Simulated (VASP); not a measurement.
# Sc8H in VASP: relaxation of the atoms with LDA

Aim: the relaxation of the atoms of Sc8H with LDA.

All numbers are computed with VASP 6.6.1; they aren't measurements. Logs are shortened: lines on timing, memory, paths and dates and some standing lists are left out, and cuts for length are marked.

## (1) The cell of the first run

The cell holds a slab with vacuum, 9 atoms: a = 6.459 Å, b = 4.985 Å, c = 19.026 Å, α = 90.00°, β = 90.00°, γ = 90.00°.

## (2) Relaxation of the atoms, LDA

Input file INCAR:

```
  PREC = Accurate
  ENCUT = 520
  EDIFF = 1E-6
  ISMEAR = 0
  SIGMA = 0.1
  LREAL = F
  LASPH = T
  NELM = 80
  ALGO = Normal
  ISIF = 2
  LWAVE = F
  LCHARG = F
  LDIPOL = T
  IDIPOL = 3
  DIPOL = 0.5 0.5 0.317
  IBRION = 2
  NSW = 36
  EDIFFG = -0.025
  KPAR = 4
```

Input file KPOINTS:

```
Automatic mesh
0
Gamma
  4 6 1
```

Input file POSCAR:

```
Sc8H
1.0
    6.4591689165      0.0000000000      0.0000000000
    0.0000000000      4.9849552023      0.0000000000
    0.0000000000      0.0000000000     19.0264987477
Sc H
8 1
Selective dynamics
Direct
    0.0000000000      0.7500000000      0.2102331098  F F F
    0.5000000000      0.7500000000      0.2102331098  F F F
    0.2500000000      0.2500000000      0.2592332301  F F F
    0.7500000000      0.2500000000      0.2592332301  F F F
    0.2500000000      0.7500000000      0.3431453096  F F F
    0.7500000000      0.7500000000      0.3431453096  F F F
    0.0000000000      0.2500000000      0.3955798094  F F F
    0.5000000000      0.2500000000      0.3955798094  F F F
    0.1875000000      0.6250000000      0.4393422384  F F T
```

Potentials or basis: VASP PAW LDA potentials, release 64 (Sc_sv, H).

Started as:

```
$ cat potpaw_LDA.64/Sc_sv/POTCAR potpaw_LDA.64/H/POTCAR > POTCAR
$ mpirun -np 4 vasp_std > vasp.out
```

OUTCAR:

```text
PREC = Accurate
   ENCUT = 520
   EDIFF = 1E-6
   ISMEAR = 0
   LREAL = F
   LASPH = T
   NELM = 80
   ISIF = 2
   IBRION = 2
   NSW = 36
   EDIFFG = -0.025

 ion  position               nearest neighbor table
   1  0.000  0.750  0.210-   5 3.00   6 3.00   3 3.11   4 3.11   3 3.11   4 3.11   2 3.23   2 3.23

   2  0.500  0.750  0.210-   5 3.00   6 3.00   3 3.11   4 3.11   3 3.11   4 3.11   1 3.23   1 3.23

   3  0.250  0.250  0.259-   5 2.96   5 2.96   8 3.06   7 3.06   1 3.11   1 3.11   2 3.11   2 3.11
                             4 3.23   4 3.23
   4  0.750  0.250  0.259-   6 2.96   6 2.96   8 3.06   7 3.06   1 3.11   1 3.11   2 3.11   2 3.11
                             3 3.23   3 3.23
   5  0.250  0.750  0.343-   9 1.98   3 2.96   3 2.96   2 3.00   1 3.00   7 3.13   8 3.13   7 3.13
                             8 3.13   6 3.23   6 3.23
   6  0.750  0.750  0.343-   4 2.96   4 2.96   1 3.00   2 3.00   8 3.13   7 3.13   7 3.13   8 3.13
                             5 3.23   5 3.23
   7  0.000  0.250  0.396-   3 3.06   4 3.06   5 3.13   6 3.13   5 3.13   6 3.13   8 3.23   8 3.23

   8  0.500  0.250  0.396-   3 3.06   4 3.06   5 3.13   6 3.13   5 3.13   6 3.13   7 3.23   7 3.23

   9  0.188  0.625  0.439-   5 1.98

  LATTYP: Found a simple orthorhombic cell.
 ALAT       =     4.9849552023
 B/A-ratio  =     1.2957325902
 C/A-ratio  =     3.8167842991

  Lattice vectors:

 A1 = (   0.0000000000,  -4.9849552023,   0.0000000000)
 A2 = (   6.4591689165,   0.0000000000,   0.0000000000)
 A3 = (   0.0000000000,   0.0000000000,  19.0264987477)

Analysis of symmetry for initial positions (statically):
=====================================================================
 Subroutine PRICEL returns:
 Original cell was already a primitive cell.

 Routine SETGRP: Setting up the symmetry group for a
 simple orthorhombic supercell.

 Subroutine GETGRP returns: Found  1 space group operations
 (whereof  1 operations were pure point group operations)
 out of a pool of  8 trial point group operations.

The static configuration has the point symmetry C_1 .

Analysis of symmetry for dynamics (positions and initial velocities):
=====================================================================
 Subroutine PRICEL returns:
 Original cell was already a primitive cell.

 Routine SETGRP: Setting up the symmetry group for a
 simple orthorhombic supercell.

 Subroutine GETGRP returns: Found  1 space group operations
 (whereof  1 operations were pure point group operations)
 out of a pool of  8 trial point group operations.

The dynamic configuration has the point symmetry C_1 .

Analysis of constrained symmetry for selective dynamics:
=====================================================================
 Subroutine PRICEL returns:
 Original cell was already a primitive cell.

 Routine SETGRP: Setting up the symmetry group for a
 simple orthorhombic supercell.

 Subroutine GETGRP returns: Found  1 space group operations
 (whereof  1 operations were pure point group operations)
 out of a pool of  8 trial point group operations.

The constrained configuration has the point symmetry C_1 .

 Subroutine INISYM returns: Found  1 space group operations
 (whereof  1 operations are pure point group operations),
 and found     1 'primitive' translations

----------------------------------------------------------------------------------------

                                     Primitive cell

  volume of cell :     612.6279

  direct lattice vectors                    reciprocal lattice vectors
     6.459168917  0.000000000  0.000000000     0.154818679  0.000000000  0.000000000
     0.000000000  4.984955202  0.000000000     0.000000000  0.200603608  0.000000000
     0.000000000  0.000000000 19.026498748     0.000000000  0.000000000  0.052558277

  length of vectors
     6.459168917  4.984955202 19.026498748     0.154818679  0.200603608  0.052558277

  position of ions in fractional coordinates (direct lattice)
     0.000000000  0.750000000  0.210233110
     0.500000000  0.750000000  0.210233110
     0.250000000  0.250000000  0.259233230
     0.750000000  0.250000000  0.259233230
     0.250000000  0.750000000  0.343145310
     0.750000000  0.750000000  0.343145310
[... 31 lines left out ...]
  Length of vectors
     0.038704670  0.033433935  0.052558277

  Shift w.r.t. Gamma in fractional coordinates (k-lattice)
     0.000000000  0.000000000  0.000000000

 Subroutine IBZKPT returns following result:
 ===========================================

 Found     14 irreducible k-points:

 Following reciprocal coordinates:
            Coordinates               Weight
  0.000000  0.000000  0.000000      1.000000
  0.250000  0.000000  0.000000      2.000000
  0.500000  0.000000  0.000000      1.000000
  0.000000  0.166667  0.000000      2.000000
  0.250000  0.166667  0.000000      2.000000
 -0.250000  0.166667  0.000000      2.000000
  0.500000  0.166667  0.000000      2.000000
  0.000000  0.333333  0.000000      2.000000
  0.250000  0.333333  0.000000      2.000000
 -0.250000  0.333333  0.000000      2.000000
  0.500000  0.333333  0.000000      2.000000
  0.000000  0.500000  0.000000      1.000000
  0.250000  0.500000  0.000000      2.000000
  0.500000  0.500000  0.000000      1.000000
   k-points           NKPTS =     14   k-points in BZ     NKDIM =     14   number of bands    NBANDS=     53
   number of dos      NEDOS =    301   number of ions     NIONS =      9
   total plane-waves  NPLWV = 276480
   dimension x,y,z NGX =    48 NGY =   40 NGZ =  144
   dimension x,y,z NGXF=    96 NGYF=   80 NGZF=  288
   ions per type =               8   1
   NGX,Y,Z   is equivalent  to a cutoff of  12.35, 13.34, 12.58 a.u.
   NGXF,Y,Z  is equivalent  to a cutoff of  24.71, 26.68, 25.16 a.u.
 SYSTEM =  unknown system
   PREC   = accura    normal or accurate (medium, high low for compatibility)
   ISTART =      0    job   : 0-new  1-cont  2-samecut
   ICHARG =      2    charge: 1-file 2-atom 10-const
   ISPIN  =      1    spin polarized calculation?
   LNONCOLLINEAR =      F non collinear calculations
   LSORBIT =      F    spin-orbit coupling
   LASPH  =      T    aspherical Exc in radial PAW
   ENCUT  =  520.0 eV  38.22 Ry    6.18 a.u.  12.01  9.27 35.38*2*pi/ulx,y,z
   NELM   =     80;   NELMIN=  2; NELMDL= -5     # of ELM steps
   EDIFF  = 0.1E-05   stopping-criterion for ELM
   LREAL  =      F    real-space projection
   EDIFFG = -.3E-01   stopping-criterion for IOM
   NSW    =     36    number of steps for IOM
   IBRION =      2    ionic relax: 0-MD 1-quasi-New 2-CG
   NFREE  =      1    steps in history (QN), initial steepest desc. (CG)
   ISIF   =      2    stress and relaxation
   ISYM   =      2    0-nonsym 1-usesym 2-fastsym
   POTIM  = 0.5000    time-step for ionic-motion
   TEBEG  =    0.0;   TEEND  =   0.0 temperature during run
   PSTRESS=    0.0 pullay stress
   NELECT =      89.0000    total number of electrons
   NUPDOWN=      -1.0000    fix difference up-down
   EMIN   =  10.00;   EMAX   =-10.00  energy-range for DOS
   EFERMI =   0.00;   METHOD = LEGACY
   ISMEAR =     0;   SIGMA  =   0.10  broadening in eV -4-tet -1-fermi 0-gaus
   EFERMI_NEDOS =   21; number of points for ismear=-14 and -15
   IALGO  =     38    algorithm
   IMIX   =      4    mixing-type and parameters
     AMIX     =   0.40;   BMIX     =  1.00
     AMIX_MAG =   1.60;   BMIX_MAG =  1.00
  volume/ion in A,a.u.               =      68.07       459.36
  Fermi-wavevector in a.u.,A,eV,Ry     =   0.860609  1.626315 10.077127  0.740648
  Thomas-Fermi vector in A             =   1.978139
   LORBIT       =      0    0 simple, 1 ext, 2 COOP (PROOUT), +10 PAW based schemes
   GGA     = CA    functional components
   LHFCALC =     F    Hartree Fock is set to
   AEXX    =    0.0000 exact exchange contribution
   IVDW    =     0    specifies the selected vdW correction
   LEPSILON=     F    determine dielectric tensor
   LRPA    =     F    only Hartree local field effects (RPA)
 conjugate gradient relaxation of ions
 non-spin polarized calculation
 Gauss-broadening in eV      SIGMA  =   0.10
  energy-cutoff  :      520.00
  volume of cell :      612.63
 maximum number of plane-waves:     16576
   NGX = 25   NGY = 19   NGZ = 71

 dipolmoment           0.000000      0.000000      0.022155 electrons x Angstroem

--------------------------------------- Ionic step        1  -------------------------------------------

 number of electron      89.0000016 magnetization

 Free energy of the ion-electron system (eV)
  ---------------------------------------------------
  ext. energy  EPLUGINS =         0.00000000
  ---------------------------------------------------
  free energy    TOTEN  =       -52.46233938 eV

  energy without entropy =      -52.40499196  energy(sigma->0) =      -52.43366567

------------------------ aborting loop because EDIFF is reached ----------------------------------------

  FORCE on cell =-STRESS in cart. coord.  units (eV):
  Direction    XX          YY          ZZ          XY          YZ          ZX
  --------------------------------------------------------------------------------------
  -------------------------------------------------------------------------------------
  Total       -1.2873958     -3.9994633      1.1824193      0.0767782     -0.5584555     -0.2816249
  in kB       -3.3668664    -10.4596105      3.0923263      0.2007946     -1.4605028     -0.7365204
  external PRESSURE =      -3.5780502 kB  Pullay stress =       0.0000000 kB
[... 73 lines left out ...]
--------------------------------------- Ionic step        3  -------------------------------------------

 number of electron      89.0000016 magnetization

 dipolmoment           0.000000      0.000000     -0.024710 electrons x Angstroem

 Free energy of the ion-electron system (eV)
  ---------------------------------------------------
  ext. energy  EPLUGINS =         0.00000000
  ---------------------------------------------------
  free energy    TOTEN  =       -52.46247747 eV

  energy without entropy =      -52.40512895  energy(sigma->0) =      -52.43380321

 E-fermi :  -1.1738     XC(G=0):  -4.1445

 val. band max:       -1.1766472030   @ k =   0.0000   0.3333   0.0000
 cond. band min:      -1.1588284679   @ k =   0.0000   0.0000   0.0000
 fundamental gap:      0.0178187351
 Fermi energy:        -1.1737909858

 k-point     1 :       0.0000    0.0000    0.0000
  band No.  band energies     occupation
      1     -50.3160      2.00000
      2     -50.2749      2.00000
      3     -50.1863      2.00000
      4     -50.1569      2.00000
      5     -49.7427      2.00000
      6     -49.6810      2.00000
[... 773 lines left out ...]
     52      -0.5234      0.00000
     53      -0.2203      0.00000

------------------------ aborting loop because EDIFF is reached ----------------------------------------

 vacuum level on the upper side and lower side of the slab       (xc-potential included)        -0.074        -0.026

  FORCE on cell =-STRESS in cart. coord.  units (eV):
  Direction    XX          YY          ZZ          XY          YZ          ZX
  --------------------------------------------------------------------------------------
  -------------------------------------------------------------------------------------
  Total       -1.2891285     -3.9935549      1.2362110      0.0810946     -0.5703651     -0.2903866
  in kB       -3.3713979    -10.4441587      3.2330053      0.2120829     -1.4916493     -0.7594345
  external PRESSURE =      -3.5275171 kB  Pullay stress =       0.0000000 kB
[... 24 lines left out ...]
  FREE ENERGIE OF THE ION-ELECTRON SYSTEM (eV)
  ---------------------------------------------------
  free  energy   TOTEN  =       -52.4624774743 eV

  energy  without entropy=      -52.4051289452  energy(sigma->0) =      -52.43380321

 reached required accuracy - stopping structural energy minimisation

 vacuum level on the upper side and lower side of the slab         2.307         2.361
```

Wall time 7 min (4 MPI ranks of Intel Xeon Platinum 8488C (Sapphire Rapids), shared host); peak memory 0.68 GiB.

What came out:

| Quantity | Value |
| --- | --- |
| Free energy | -52.4625 eV |
| Energy gained by relaxing | 0.0 meV/atom |
| Ionic steps | 3 |
| Band gap on the k mesh | zero (an odd number of electrons rules out a gap without spin polarisation) |

The path:
```csv
step,energy change (eV),largest force on free atoms (eV/Å),pressure (GPa)
1,0.0000,0.0357,-0.36
2,-0.0001,0.0284,-0.36
3,-0.0001,0.0041,-0.35
```

Final structure:
```cif
data_structure
_symmetry_space_group_name_H-M 'P 1'
_symmetry_Int_Tables_number 1
_cell_length_a 6.4592
_cell_length_b 4.9850
_cell_length_c 19.0265
_cell_angle_alpha 90.000
_cell_angle_beta 90.000
_cell_angle_gamma 90.000
_cell_volume 612.63
loop_
_atom_site_label
_atom_site_type_symbol
_atom_site_fract_x
_atom_site_fract_y
_atom_site_fract_z
_atom_site_occupancy
Sc1 Sc 0.00000 0.75000 0.21023 1
Sc2 Sc 0.50000 0.75000 0.21023 1
Sc3 Sc 0.25000 0.25000 0.25923 1
Sc4 Sc 0.75000 0.25000 0.25923 1
Sc5 Sc 0.25000 0.75000 0.34315 1
Sc6 Sc 0.75000 0.75000 0.34315 1
Sc7 Sc 0.00000 0.25000 0.39558 1
Sc8 Sc 0.50000 0.25000 0.39558 1
H1 H 0.18750 0.62500 0.43898 1
```

Levels at points of the mesh, in eV from the Fermi level:
```
           k point  band 42  band 43  band 44  band 45  band 46  band 47
(0.00, 0.00, 0.00)    -0.58    -0.40    -0.38    -0.26     0.01     0.14
(0.50, 0.00, 0.00)    -0.53    -0.45    -0.26     0.05     0.26     0.32
(0.00, 0.50, 0.00)    -0.22    -0.08    -0.04     0.33     0.50     0.51
(0.50, 0.50, 0.00)    -0.33    -0.27    -0.26     0.24     0.51     0.54
```
